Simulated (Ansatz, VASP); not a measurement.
One calculation of GaP, two programs

Contents of INCAR:

```
SYSTEM = GaP
ALGO     = Normal         ! electronic algorithm
EDIFF    = 1E-7           ! SCF threshold, eV
ENCUT    = 520            ! plane-wave cutoff, eV
GGA      = PE             ! functional
ISIF     = 2              ! what is computed and relaxed
ISMEAR   = 0              ! smearing method
LASPH    = .TRUE.         ! aspherical terms in the spheres
LCHARG   = .FALSE.        ! write CHGCAR
LREAL    = .FALSE.        ! projectors in reciprocal space
LWAVE    = .FALSE.        ! write WAVECAR
NBANDS   = 26             ! bands
NELM     = 80             ! most SCF steps
PREC     = Accurate       ! precision mode
SIGMA    = 0.05           ! smearing width, eV
```

File KPOINTS:

```
k-points
0
G
  9 9 9
  0 0 0
```

File POSCAR:

```
GaP
1.0
    1.9500521715      1.1258631461      6.7255999360
   -1.9500521715      1.1258631461      6.7255999360
    0.0000000000     -2.2517262923      6.7255999360
Ga P
2 2
Direct
    0.4355841032      0.4355841032      0.4355841032
    0.5644158968      0.5644158968      0.5644158968
    0.0575077006      0.0575077006      0.0575077006
    0.9424922994      0.9424922994      0.9424922994
```

Input for Ansatz:

```yaml
crystal:
  lattice:
    - [1.9500521715, 1.1258631461, 6.725599936]
    - [-1.9500521715, 1.1258631461, 6.725599936]
    - [0.0, -2.2517262923, 6.725599936]
  atoms:
    - { symbol: Ga, position: [0.4355841032, 0.4355841032, 0.4355841032] }
    - { symbol: Ga, position: [0.5644158968, 0.5644158968, 0.5644158968] }
    - { symbol: P, position: [0.0575077006, 0.0575077006, 0.0575077006] }
    - { symbol: P, position: [0.9424922994, 0.9424922994, 0.9424922994] }
basis:
  ecutwfc: 420
kpoints:
  mp_grid: { grid: [9, 9, 9] }
hamiltonian:
  xc: pbe
  pseudopotentials: { kind: paw, azcp: { folder: soft_1 } }
scf:
  occupations: { method: gaussian, width: 0.05 }
output:
  forces: true
  stress: true
  eigenvalues: true
```

Alike in both runs: task single point; functional PBE; k mesh 9 × 9 × 9; occupations gaussian, width 0.05 eV; no spin polarisation.

```csv
,VASP,Ansatz
version,VASP 6.6.1,Ansatz 0.2.0
potentials or method,"VASP PAW PBE potentials, release 64 (Ga_d, P), cutoff 520 eV","scalar-relativistic, plane waves, PAW"
valence electrons in the cell,36,36
```

|  | VASP | Ansatz | Ansatz less VASP |
| --- | --- | --- | --- |
| gap on the k mesh at the Fermi level (eV) | 0.70 | 0.69 | -0.004 |
| least direct gap on the mesh (eV) | 0.73 | 0.73 | -0.001 |
| pressure (GPa) | -3.4 | -3.4 | +0.02 |
| traceless stress, the component that is largest in VASP (GPa) | -4.45 | -4.39 | +0.051 |
| rms of the force components (eV/Å) | 0.186 | 0.174 | -0.0120 |

Atom by atom the forces differ by 0.012 eV/Å (rms over components).
